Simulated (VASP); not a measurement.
Input of a VASP 6.6.1 run:

Contents of INCAR:

```
SYSTEM = SnO2
PREC     = Accurate       ! precision mode
ENCUT    = 520            ! plane-wave cutoff, eV
EDIFF    = 1E-7           ! SCF threshold, eV
ISMEAR   = 0              ! smearing method
SIGMA    = 0.01           ! smearing width, eV
LREAL    = .False.        ! projectors in reciprocal space
LASPH    = .True.         ! aspherical terms in the spheres
NELM     = 60             ! most SCF steps
ALGO     = Normal         ! electronic algorithm
ISIF     = 2              ! what is computed and relaxed
LWAVE    = .False.        ! write WAVECAR
LCHARG   = .True.         ! write CHGCAR
GGA      = PS             ! functional
LELF     = .True.         ! ELF
LVHAR    = .True.       
NBANDS   = 20             ! bands
```

KPOINTS

```
regular mesh
0
Gamma
  10 10 10
  0 0 0
```

POSCAR

```
SnO2
1.0
    1.6170930800      0.9336291200      4.8005925800
   -1.6170930800      0.9336291200      4.8005925800
    0.0000000000     -1.8672582400      4.8005925800
Sn O
1 2
Direct
    0.5000000007      0.5000000007      0.5000000007
    0.2371700002      0.2371700002      0.2371700002
    0.7628300005      0.7628300005      0.7628300005
```

Potentials or basis: VASP PAW PBE potentials, release 64 (Sn_d, O).

Command:

```bash
$ cat potpaw_PBE.64/Sn_d/POTCAR potpaw_PBE.64/O/POTCAR > POTCAR
$ mpirun -np 1 vasp_std > vasp.out
```

**Question.** Predict the pressure.

**Answer.** -4.6 GPa.

**Question.** What does it give for the band gap on the k mesh?

**Answer.** 1.84 eV, indirect (least direct gap 1.97 eV).

**Question.** Predict the largest force.

**Answer.** 0.347 eV/Å.

Stress tensor (GPa, compression positive):
```
-5.11  0.00  0.00
 0.00 -5.11  0.00
 0.00  0.00 -3.60
```

Caveat: the PAW data sets were made with another functional, which shifts forces and pressure a little; spin-orbit coupling is left out, which moves the levels of the heavy elements. Expect the measured gap to be larger: semilocal functionals such as PBEsol lack the derivative discontinuity.
